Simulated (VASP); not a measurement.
## TiO2: single point with PBE+U

The system is TiO2.

```xyz
6
Lattice="0.0000 -3.7069 0.0000 3.7069 0.0000 0.0000 -1.8535 1.8535 4.6602" Properties=species:S:1:pos:R:3 pbc="T T T"
Ti    0.0000    0.0000    0.0000
Ti    0.0000   -1.8535    2.3301
O     0.0000    0.0000    1.9396
O     0.0000   -1.8535    4.2697
O     0.0000   -1.8535    0.3905
O     1.8535   -1.8535    2.7206
```

```json
{
 "Program": "VASP 6.6.1",
 "Task": "single point",
 "Functional": "PBE",
 "Potentials or basis": "VASP PAW PBE potentials, release 64 (Ti_sv, O)",
 "Cutoff": "520 eV",
 "k mesh": "8 × 8 × 8",
 "Occupations": "gaussian, width 0.05 eV",
 "Spin": "no spin polarisation",
 "Hubbard terms": "Ti d U = 4.0 eV"
}
```

```yaml
Pressure: 31.0 GPa
Largest_force: 0.663 eV/Å
Band_gap_on_the_k_mesh: 2.89 eV (least direct gap 3.21 eV)
```

Forces on the atoms (eV/Å):
```
Ti   0.000  0.000  0.000
Ti   0.000  0.000  0.000
O    0.000  0.000  0.663
O    0.000  0.000  0.663
O    0.000  0.000 -0.663
O    0.000  0.000 -0.663
```

Stress tensor (GPa, compression positive):
```
30.95  0.00  0.00
 0.00 30.95  0.00
 0.00  0.00 31.23
```

Levels at points of the mesh, in eV from the valence-band top:
| k point | band 22 | band 23 | band 24 | band 25 | band 26 | band 27 |
| --- | --- | --- | --- | --- | --- | --- |
| (0.00, 0.00, 0.00) | -0.65 | -0.50 | -0.50 | 2.89 | 3.77 | 4.85 |
| (0.50, 0.00, 0.00) | -1.03 | -0.77 | -0.65 | 4.12 | 4.38 | 4.41 |
| (0.50, 0.50, 0.00) | -2.12 | 0.00 | 0.00 | 4.25 | 4.25 | 4.71 |
| (0.00, 0.00, 0.50) | -1.26 | -0.08 | -0.08 | 3.31 | 3.31 | 4.76 |

Eigenvalues of the final occupation matrices:
```csv
site,spin,trace,eigenvalues
site 1 d,1,0.86,0.11 0.11 0.11 0.27 0.27
site 1 d,2,0.86,0.11 0.11 0.11 0.27 0.27
site 2 d,1,0.86,0.11 0.11 0.11 0.27 0.27
site 2 d,2,0.86,0.11 0.11 0.11 0.27 0.27
```

Run time: 2.8 min on 1 thread of Intel(R) Xeon(R) Platinum 8259CL CPU @ 2.50GHz (Skylake/Cascade Lake) (shared host), peak memory 0.23 GiB.

Caveat: the cell stands under pressure. A k mesh can miss the band edges.
